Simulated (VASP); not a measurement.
Write the native input for VASP 6.6.1 that does the following.

| Property | Result |
| --- | --- |
| Task | relaxation of cell and atoms |
| Functional | r2SCAN |
| Potentials or basis | VASP PAW PBE potentials, release 64 (Cs_sv, Pb_d, Br) |
| Cutoff | 550 eV |
| k mesh | 6 × 6 × 6 |
| Occupations | gaussian, width 0.02 eV |
| Spin | no spin polarisation |
| Dipole correction | no |
| Further INCAR settings | ALGO = Normal; EDIFF = 1e-07; IBRION = 2; EDIFFG = -0.005; NSW = 70; ISIF = 3 |

Crystal: CsPbBr3.

```
Cs Pb Br
1.0
     6.00272    0.00000    0.00000
     0.00000    6.00272    0.00000
     0.00000    0.00000    6.00272
Cs Pb Br
1 1 3
Cartesian
  0.0000 0.0000 0.0000
  3.0014 3.0014 3.0014
  0.0000 3.0014 3.0014
  3.0014 0.0000 3.0014
  3.0014 3.0014 0.0000
```

One way to write it, as run:

POSCAR

```
CsPbBr3
1.0
    6.0027199607      0.0000000000      0.0000000000
    0.0000000000      6.0027199607      0.0000000000
    0.0000000000      0.0000000000      6.0027199607
Cs Pb Br
1 1 3
Direct
    0.0000000000      0.0000000000      0.0000000000
    0.5000000000      0.5000000000      0.5000000000
    0.0000000000      0.5000000000      0.5000000000
    0.5000000000      0.0000000000      0.5000000000
    0.5000000000      0.5000000000      0.0000000000
```

INCAR.step1

```
SYSTEM = CsPbBr3
ALGO = Normal
EDIFF = 1E-5
EDIFFG = -0.005
ENCUT = 550
GGA = PE
GGA_COMPAT = .False.
IBRION = 2
ISIF = 3
ISMEAR = 0
LASPH = .True.
LCHARG = .False.
LREAL = .False.
LWAVE = .True.
NELM = 120
NELMIN = 4
NSW = 100
PREC = Accurate
SIGMA = 0.02
```

INCAR.step2

```
SYSTEM = CsPbBr3
ALGO = Normal
EDIFF = 1E-7
EDIFFG = -0.005
ENCUT = 550
GGA_COMPAT = .False.
IBRION = 2
ISIF = 3
ISMEAR = 0
ISTART = 1
LASPH = .True.
LCHARG = .False.
LMIXTAU = .True.
LREAL = .False.
LWAVE = .False.
METAGGA = R2SCAN
NELM = 120
NELMIN = 4
NSW = 70
PREC = Accurate
SIGMA = 0.02
```

KPOINTS

```
k-points
0
Gamma
  6 6 6
  0 0 0
```

Potentials or basis: VASP PAW PBE potentials, release 64 (Cs_sv, Pb_d, Br).

The run is started by

```console
$ cat potpaw_PBE.64/Cs_sv/POTCAR potpaw_PBE.64/Pb_d/POTCAR potpaw_PBE.64/Br/POTCAR > POTCAR
$ cp INCAR.step1 INCAR
$ mpirun -np 1 vasp_std > vasp.out
$ cp INCAR.step2 INCAR
$ mpirun -np 1 vasp_std > vasp.out
```

It gave:

```
Relaxed volume                        : 41.89 Å³/atom
Relaxed cell                          : a = 5.939 Å, b = 5.939 Å, c = 5.939 Å, α = 90.00°, β = 90.00°, γ = 90.00°
Space group after relaxing (to 0.1 Å) : Pm-3m (No. 221)
Energy gained by relaxing             : 2.9 meV/atom
Ionic steps                           : 3
Pressure after relaxing               : 0.0 GPa
Band gap on the k mesh                : 2.05 eV
```

Caveat: the PAW data sets were made with another functional, which shifts forces and pressure a little; spin-orbit coupling is left out, which moves the levels of the heavy elements.

It took 39 min on 1 thread of Intel Xeon 8259CL (shared host), peak memory 0.46 GiB.
